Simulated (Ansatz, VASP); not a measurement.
One calculation of ZrC, two programs

```xyz
2
Lattice="0.0000 2.3543 2.3543 2.3543 0.0000 2.3543 2.3543 2.3543 0.0000" Properties=species:S:1:pos:R:3 pbc="T T T"
Zr    2.3543    2.3543    2.3543
C     0.0000    0.0000    0.0000
```

Alike in both runs: functional PBE; k mesh 16 × 16 × 16; occupations gaussian, width 0.1 eV; no spin polarisation.

Ansatz relaxed the structure, and its values are those at the end. VASP's run is a single point on that final structure, the one shown.

|  | VASP | Ansatz |
| --- | --- | --- |
| version | VASP 6.6.1 | Ansatz 0.2.0 |
| potentials or method | VASP PAW PBE potentials, release 64 (Zr_sv, C), cutoff 520 eV | scalar-relativistic, plane waves, PAW |
| valence electrons in the cell | 16 | 16 |

VASP gave:

| Item | Value |
| --- | --- |
| gap on the k mesh at the Fermi level (eV) | none |
| pressure (GPa) | 0.2 |

Task: Which values does Ansatz return?

Result: gap on the k mesh at the Fermi level (eV): none; pressure (GPa): 0.0.

A gap of «none» marks a metal or a gap that the smearing closes. The functional is the same, so the differences come from potentials, cutoffs and numerics.
